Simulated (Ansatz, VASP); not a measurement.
## Two plane-wave programs on BN

```
B N
1.0
     2.62814    0.00000    0.00000
    -1.31407    2.27604    0.00000
     0.00000    0.00000    6.38140
B N
2 2
Cartesian
  0.0000 1.5174 1.5953
  1.3141 0.7587 4.7860
  0.0000 1.5174 4.7860
  1.3141 0.7587 1.5953
```

Alike in both runs: task single point; functional LDA; k mesh 12 × 12 × 4; occupations gaussian, width 0.05 eV; no spin polarisation.

|  | VASP | Ansatz |
| --- | --- | --- |
| version | VASP 6.6.1 | Ansatz 0.2.0 |
| potentials or method | VASP PAW LDA potentials, release 64 (B, N), cutoff 520 eV | scalar-relativistic, plane waves, PAW |
| valence electrons in the cell | 16 | 16 |

|  | VASP | Ansatz | Ansatz less VASP |
| --- | --- | --- | --- |
| gap on the k mesh at the Fermi level (eV) | 3.74 | 3.75 | +0.009 |
| least direct gap on the mesh (eV) | 4.01 | 4.02 | +0.009 |

Ansatz warns that its potentials were made for another functional, while VASP's fit it. LDA's correlation is that of Perdew and Zunger in VASP and of Perdew and Wang (1992) in Ansatz.
